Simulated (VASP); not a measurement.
# Ge2Sb2Te5 (P-3m1) in VASP: further runs, part 2 of 2

VASP 6.6.1.

## Step 3: Single point, LDA

INCAR

```
SYSTEM = Ge2Sb2Te5
PREC = Accurate
ENCUT = 520
EDIFF = 1E-6
ISMEAR = -1
SIGMA = 0.05
LREAL = .FALSE.
LASPH = .TRUE.
NELM = 100
ALGO = Normal
ISIF = 2
LWAVE = .FALSE.
LCHARG = .FALSE.
NBANDS = 44
```

KPOINTS

```
regular mesh
0
G
  7 7 2
  0 0 0
```

POSCAR

```
Ge2Sb2Te5
1.0
    4.2940644248      0.0000000000      0.0000000000
   -2.1470322124      3.7187688774      0.0000000000
    0.0000000000      0.0000000000     17.1013460000
Te Sb Ge
5 2 2
Direct
    0.6666666667      0.3333333333      0.4198920000
    0.3333333333      0.6666666667      0.5801080000
    0.3333333333      0.6666666667      0.2015420000
    0.6666666667      0.3333333333      0.7984580000
    0.0000000000      0.0000000000      0.0000000000
    0.0000000000      0.0000000000      0.3200680000
    0.0000000000      0.0000000000      0.6799320000
    0.6666666667      0.3333333333      0.1028950000
    0.3333333333      0.6666666667      0.8971050000
```

Potentials or basis: VASP PAW LDA potentials, release 64 (Te, Sb, Ge_d).

On the command line:

```console
> cat potpaw_LDA.64/Te/POTCAR potpaw_LDA.64/Sb/POTCAR potpaw_LDA.64/Ge_d/POTCAR > POTCAR
> mpirun -np 1 vasp_std > vasp.out
```

OUTCAR:

```text
SYSTEM = Ge2Sb2Te5
   PREC = Accurate
   ENCUT = 520
   EDIFF = 1E-6
   ISMEAR = -1
   LREAL = .FALSE.
   LASPH = .TRUE.
   NELM = 100
   ISIF = 2

 ion  position               nearest neighbor table
   1  0.667  0.333  0.420-   6 3.01   6 3.01   6 3.01
   2  0.333  0.667  0.580-   7 3.01   7 3.01   7 3.01
   3  0.333  0.667  0.202-   8 3.00   8 3.00   8 3.00   6 3.20   6 3.20   6 3.20
   4  0.667  0.333  0.798-   9 3.00   9 3.00   9 3.00   7 3.20   7 3.20   7 3.20
   5  0.000  0.000  0.000-   8 3.04   9 3.04   8 3.04   9 3.04   8 3.04   9 3.04
   6  0.000  0.000  0.320-   1 3.01   1 3.01   1 3.01   3 3.20   3 3.20   3 3.20
   7  0.000  0.000  0.680-   2 3.01   2 3.01   2 3.01   4 3.20   4 3.20   4 3.20
   8  0.667  0.333  0.103-   3 3.00   3 3.00   3 3.00   5 3.04   5 3.04   5 3.04
   9  0.333  0.667  0.897-   4 3.00   4 3.00   4 3.00   5 3.04   5 3.04   5 3.04

  LATTYP: Found a hexagonal cell.
 ALAT       =     4.2940644248
 C/A-ratio  =     3.9825545936

  Lattice vectors:

 A1 = (   4.2940644248,   0.0000000000,   0.0000000000)
 A2 = (  -2.1470322124,   3.7187688774,   0.0000000000)
 A3 = (   0.0000000000,   0.0000000000,  17.1013460000)

[... 188 lines left out ...]
      1     -18.9858      2.00000
      2     -18.9858      2.00000
      3     -18.9852      2.00000
      4     -18.9852      2.00000
      5     -18.9801      2.00000
      6     -18.9799      2.00000
[... 741 lines left out ...]
     43       9.6565      0.00000
     44      10.4766      0.00000

------------------------ aborting loop because EDIFF is reached ----------------------------------------

  FORCE on cell =-STRESS in cart. coord.  units (eV):
  Direction    XX          YY          ZZ          XY          YZ          ZX
  --------------------------------------------------------------------------------------
  -------------------------------------------------------------------------------------
  Total       -5.7481298     -5.7481298     -5.9081538      0.0000000      0.0000000      0.0000000
  in kB      -33.7240021    -33.7240021    -34.6628553      0.0000000      0.0000000      0.0000000
  external PRESSURE =     -34.0369532 kB  Pullay stress =       0.0000000 kB

 VOLUME and BASIS-vectors are now :
 -----------------------------------------------------------------------------
  energy-cutoff  :      520.00
  volume of cell :      273.09
      direct lattice vectors                 reciprocal lattice vectors
     4.294064425  0.000000000  0.000000000     0.232879599  0.134453099  0.000000000
    -2.147032212  3.718768877  0.000000000     0.000000000  0.268906198  0.000000000
     0.000000000  0.000000000 17.101346000     0.000000000  0.000000000  0.058474929

 POSITION                                       TOTAL-FORCE (eV/Angst)
 -----------------------------------------------------------------------------------
      2.14703      1.23959      7.18072        -0.000000      0.000000     -0.163782
     -0.00000      2.47918      9.92063        -0.000000     -0.000000      0.163782
     -0.00000      2.47918      3.44664        -0.000000     -0.000000     -0.046316
      2.14703      1.23959     13.65471        -0.000000      0.000000      0.046316
      0.00000      0.00000      0.00000        -0.000000      0.000000      0.000000
      0.00000      0.00000      5.47359        -0.000000      0.000000     -0.041735
      0.00000      0.00000     11.62775        -0.000000     -0.000000      0.041735
      2.14703      1.23959      1.75964        -0.000000      0.000000     -0.076941
     -0.00000      2.47918     15.34170         0.000000     -0.000000      0.076941
 -----------------------------------------------------------------------------------
    total drift:                               -0.000000      0.000000     -0.000000

  FREE ENERGIE OF THE ION-ELECTRON SYSTEM (eV)
  ---------------------------------------------------
  free  energy   TOTEN  =       -39.7656739857 eV

  energy  without entropy=      -39.7643679322  energy(sigma->0) =      -39.76502096
```

Run time: 3.7 min. Hardware: 1 thread of Intel Xeon Platinum 8259CL at 2.50GHz (Skylake/Cascade Lake), shared host; peak memory 0.38 GiB.

What came out:

* Free energy: -39.7657 eV
* Pressure: -3.4 GPa
* Largest force: 0.164 eV/Å
* Band gap on the k mesh: 0.28 eV

Forces on the atoms (eV/Å):
```
Te   0.000  0.000 -0.164
Te   0.000  0.000  0.164
Te   0.000  0.000 -0.046
Te   0.000  0.000  0.046
Te   0.000  0.000  0.000
Sb   0.000  0.000 -0.042
Sb   0.000  0.000  0.042
Ge   0.000  0.000 -0.077
Ge   0.000  0.000  0.077
```

Stress tensor (GPa, compression positive):
```
-3.37  0.00  0.00
 0.00 -3.37  0.00
 0.00  0.00 -3.47
```

Levels at points of the mesh, in eV from the valence-band top:
```
           k point  band 32  band 33  band 34  band 35  band 36  band 37
(0.00, 0.00, 0.00)    -1.18    -0.85     0.00     0.28     0.28     0.28
(0.00, 0.00, 0.50)    -1.31    -0.73    -0.14     0.50     0.50     0.54
```

Caveat: the cell stands under tension; spin-orbit coupling is left out, which moves the levels of the heavy elements. A k mesh can miss the band edges.

## Step 4: Single point, PBE

This run uses another cell than the first one, of 31.32 Å³/atom.

INCAR

```
SYSTEM = Ge2Sb2Te5
ALGO = Normal ; EDIFF = 1E-6
ENCUT = 520 ; GGA = PE
ISIF = 2 ; ISMEAR = -1
LASPH = .True. ; LCHARG = .False.
LREAL = .False. ; LWAVE = .False.
NBANDS = 44 ; NELM = 80
PREC = Accurate ; SIGMA = 0.05
```

KPOINTS

```
k-points
0
Gamma
  7 7 2
  0 0 0
```

POSCAR

```
Ge2Sb2Te5
1.0
    4.2922274922      0.0000000000      0.0000000000
   -2.1461137461      3.7171780471      0.0000000000
    0.0000000000      0.0000000000     17.6650177289
Te Sb Ge
5 2 2
Direct
    0.6666666667      0.3333333333      0.4058543808
    0.3333333333      0.6666666667      0.5941456192
    0.3333333333      0.6666666667      0.1937345613
    0.6666666667      0.3333333333      0.8062654387
    0.0000000000      0.0000000000      0.0000000000
    0.0000000000      0.0000000000      0.3091887094
    0.0000000000      0.0000000000      0.6908112906
    0.6666666667      0.3333333333      0.0982418845
    0.3333333333      0.6666666667      0.9017581155
```

Potentials or basis: VASP PAW PBE potentials, release 64 (Te, Sb, Ge_d).

On the command line:

```console
> cat potpaw_PBE.64/Te/POTCAR potpaw_PBE.64/Sb/POTCAR potpaw_PBE.64/Ge_d/POTCAR > POTCAR
> mpirun -np 1 vasp_std > vasp.out
```

Run time: 3.6 min. Hardware: 1 thread of Intel Xeon Platinum 8259CL at 2.50GHz (Skylake/Cascade Lake), shared host; peak memory 0.45 GiB.

The run converged. Its results:

```
Free energy            : -34.0040 eV
Pressure               : -0.3 GPa
Largest force          : 0.016 eV/Å
Band gap on the k mesh : 0.60 eV
```

Forces in eV/Å, atoms in the order of the input:
```
Te   0.000  0.000  0.011
Te   0.000  0.000 -0.011
Te   0.000  0.000  0.007
Te   0.000  0.000 -0.007
Te   0.000  0.000  0.000
Sb   0.000  0.000 -0.016
Sb   0.000  0.000  0.016
Ge   0.000  0.000  0.011
Ge   0.000  0.000 -0.011
```

Levels at points of the mesh, in eV from the valence-band top:
| k point | band 31 | band 32 | band 33 | band 34 | band 35 | band 36 | band 37 | band 38 |
| --- | --- | --- | --- | --- | --- | --- | --- | --- |
| (0.00, 0.00, 0.00) | -1.01 | -0.84 | -0.57 | 0.00 | 0.60 | 0.64 | 0.64 | 1.14 |
| (0.00, 0.00, 0.50) | -1.05 | -1.05 | -0.41 | -0.09 | 0.70 | 0.73 | 0.73 | 0.99 |

Caveat: spin-orbit coupling is left out, which moves the levels of the heavy elements; this functional lacks dispersion, which binds layers or chains, so the pressure and a relaxed spacing across them are unreliable. A k mesh can miss the band edges.

## Step 5: Overview

```csv
task,level,potentials or basis,cell,k mesh,cutoff (eV),gap on the mesh (eV),pressure (GPa),largest force (eV/Å)
relaxation of cell and atoms,LDA,"VASP PAW LDA potentials, release 64 (Te, Sb, Ge_d)","relaxed from a = 4.294, b = 4.294, c = 17.101 Å, angles 90.0, 90.0, 120.0°, 9 atoms, atomic positions A",5 × 5 × 2,600,0.09,0.0,0.01
single point,LDA,"VASP PAW LDA potentials, release 64 (Te, Sb, Ge_d)","a = 4.294, b = 4.294, c = 17.101 Å, angles 90.0, 90.0, 120.0°, 9 atoms, atomic positions A",7 × 7 × 2,520,0.28,-3.4,0.16
single point,PBE,"VASP PAW PBE potentials, release 64 (Te, Sb, Ge_d)","a = 4.292, b = 4.292, c = 17.665 Å, angles 90.0, 90.0, 120.0°, 9 atoms, atomic positions B",7 × 7 × 2,520,0.60,-0.3,0.02
```

Alike in all rows: no spin polarisation; smearing fermi-dirac 0.05 eV.

Caveats: spin-orbit coupling is left out, which moves the levels of the heavy elements; the cell stands under tension (at least some runs); this functional lacks dispersion, which binds layers or chains, so the pressure and a relaxed spacing across them are unreliable (at least some runs).

Absolute energies hang on the potentials; compare differences alone.
